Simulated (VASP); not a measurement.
**NbTe4Mo: single point with PBE**

Crystal: NbTe4Mo.

```
Nb Te Mo
1.0
     3.59208    0.00000    0.00000
    -1.79604    3.11084    0.00000
     0.00000    0.00000   15.12197
Nb Te Mo
1 4 1
Cartesian
  0.0000 0.0000 0.0000
  1.7960 1.0369 5.7407
  1.7960 1.0369 13.2363
  0.0000 2.0739 1.8856
  0.0000 2.0739 9.3812
  0.0000 0.0000 7.5610
```

```json
{
  "Program": "VASP 6.6.1",
  "Task": "single point",
  "Functional": "PBE",
  "Potentials or basis": "VASP PAW PBE potentials, release 64 (Nb_sv, Te, Mo_sv)",
  "Cutoff": "520 eV",
  "k mesh": "6 × 6 × 2",
  "Occupations": "gaussian, width 0.1 eV",
  "Spin": "no spin polarisation"
}
```

The pressure is 0.1 GPa and the largest force is 0.046 eV/Å.

Forces in eV/Å, atoms in the order of the input:
```
Nb   0.000  0.000  0.000
Te   0.000  0.000 -0.046
Te   0.000  0.000 -0.003
Te   0.000  0.000  0.003
Te   0.000  0.000  0.046
Mo   0.000  0.000  0.000
```

Stress tensor (GPa, compression positive):
```
0.07 0.00 0.00
0.00 0.07 0.00
0.00 0.00 0.21
```

Levels at points of the mesh, in eV from the Fermi level:
```tsv
k point	band 23	band 24	band 25	band 26	band 27	band 28
(0.00, 0.00, 0.00)	-0.94	-0.27	0.11	0.11	0.96	0.96
(0.50, 0.00, 0.00)	-1.84	-1.19	-0.94	-0.53	0.34	0.84
(0.00, 0.00, 0.50)	-0.88	-0.29	0.11	0.11	0.97	0.97
(0.50, 0.00, 0.50)	-1.71	-1.18	-0.93	-0.55	0.34	0.84
```

It took 93 s on 1 thread of AMD EPYC 9R45 (Zen 5), on a shared host, peak memory 0.28 GiB.

Caveat: spin-orbit coupling is left out, which moves the levels of the heavy elements; this functional lacks dispersion, which binds the layers, so the pressure and a relaxed spacing across them are unreliable.
